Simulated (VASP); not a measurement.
## Sn: single point with PBEsol

Sn, a slab with vacuum:

```xyz
7
Lattice="4.7067 0.0000 0.0000 0.0000 4.7067 0.0000 0.0000 0.0000 24.9844" Properties=species:S:1:pos:R:3 pbc="T T T"
Sn    0.0000    0.0000    7.5000
Sn    2.3534    0.0000    9.1641
Sn    2.3534    2.3534   10.8281
Sn    0.0000    2.3534   12.4922
Sn    0.0000    0.0000   14.1563
Sn    2.3534    0.0000   15.8204
Sn    2.3534    2.3534   17.4844
```

```yaml
Program: VASP 6.6.1
Task: single point
Functional: PBEsol
Potentials_or_basis: VASP PAW PBE potentials, release 64 (Sn_d)
Cutoff: 400 eV
k_mesh: 8 × 8 × 1
Occupations: gaussian, width 0.1 eV
Spin: no spin polarisation
```

```yaml
Largest_force: 0.161 eV/Å
Band_gap_on_the_k_mesh: zero (bands 49 and 50 overlap by 0.86 eV)
```

Forces in eV/Å, atoms in the order of the input:
```
Sn   0.000  0.000  0.161
Sn   0.000  0.000  0.074
Sn   0.000  0.000  0.049
Sn   0.000  0.000  0.000
Sn   0.000  0.000 -0.049
Sn   0.000  0.000 -0.074
Sn   0.000  0.000 -0.161
```

Levels at points of the mesh, in eV from the Fermi level:
| k point | band 45 | band 46 | band 47 | band 48 | band 49 | band 50 | band 51 | band 52 | band 53 | band 54 |
| --- | --- | --- | --- | --- | --- | --- | --- | --- | --- | --- |
| (0.00, 0.00, 0.00) | -1.04 | -1.04 | -0.19 | -0.19 | 0.54 | 1.19 | 1.21 | 1.31 | 1.62 | 1.62 |
| (0.50, 0.00, 0.00) | -1.01 | -0.77 | -0.69 | -0.54 | -0.36 | 0.01 | 1.09 | 1.45 | 1.73 | 1.83 |
| (0.50, 0.50, 0.00) | -2.22 | -2.20 | -1.91 | -0.66 | -0.66 | -0.32 | -0.11 | 1.83 | 1.96 | 1.96 |

Wall time 13 min on 1 thread of Oxide Virtual Turin-like Processor, with other jobs on the host, peak memory 0.49 GiB.

Caveat: the PAW data sets were made with another functional, which shifts forces and pressure a little; spin-orbit coupling is left out, which moves the levels of the heavy elements.
